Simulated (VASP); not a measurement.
Write the native input for VASP 6.6.1 that does the following.

* Task: single point
* Functional: LDA
* Potentials or basis: VASP PAW LDA potentials, release 64 (B, N)
* Cutoff: 600 eV
* k mesh: 12 × 12 × 12
* Occupations: gaussian, width 0.05 eV
* Spin: no spin polarisation
* Dipole correction: no
* Further INCAR settings: ALGO = Normal; EDIFF = 1e-06; NBANDS = 11

The structure of BN lies in POSCAR:

```
BN
1.0
    0.0000000000      3.2026192256      2.5801145084
    1.1468208373      0.0000000000      2.5801145084
    1.1468208373      3.2026192256      0.0000000000
B N
1 1
Direct
    0.0000486500      0.0000486500      0.9999513500
    0.6666513400      0.6666513400      0.3333486600
```

This cell differs from its parent crystal: ratio of the length along z to the lengths across it x 1.3, volume and fractional coordinates fixed.

The input as run:

INCAR

```
SYSTEM = BN
ALGO     = Normal         ! electronic algorithm
EDIFF    = 1E-6           ! SCF threshold, eV
ENCUT    = 600            ! plane-wave cutoff, eV
GGA_COMPAT= .FALSE.      
ISIF     = 2              ! what is computed and relaxed
ISMEAR   = 0              ! smearing method
LASPH    = .TRUE.         ! aspherical terms in the spheres
LCHARG   = .TRUE.         ! write CHGCAR
LELF     = .TRUE.         ! ELF
LREAL    = .FALSE.        ! projectors in reciprocal space
LVHAR    = .TRUE.       
LWAVE    = .FALSE.        ! write WAVECAR
NBANDS   = 11             ! bands
NELM     = 120            ! most SCF steps
PREC     = Accurate       ! precision mode
SIGMA    = 0.05           ! smearing width, eV
```

KPOINTS

```
k-points
0
G
  12 12 12
  0 0 0
```

Potentials or basis: VASP PAW LDA potentials, release 64 (B, N).

Launch:

```bash
$ cat potpaw_LDA.64/B/POTCAR potpaw_LDA.64/N/POTCAR > POTCAR
$ mpirun -np 1 vasp_std > vasp.out
```

It gave:

```yaml
Pressure: -19.3 GPa
Largest_force: 0.652 eV/Å
Band_gap_on_the_k_mesh: 1.88 eV (least direct gap 3.23 eV)
```

Caveat: the cell stands under tension.

It took 98 s on 1 thread of Intel Xeon 8259CL (shared host), peak memory 0.19 GiB.
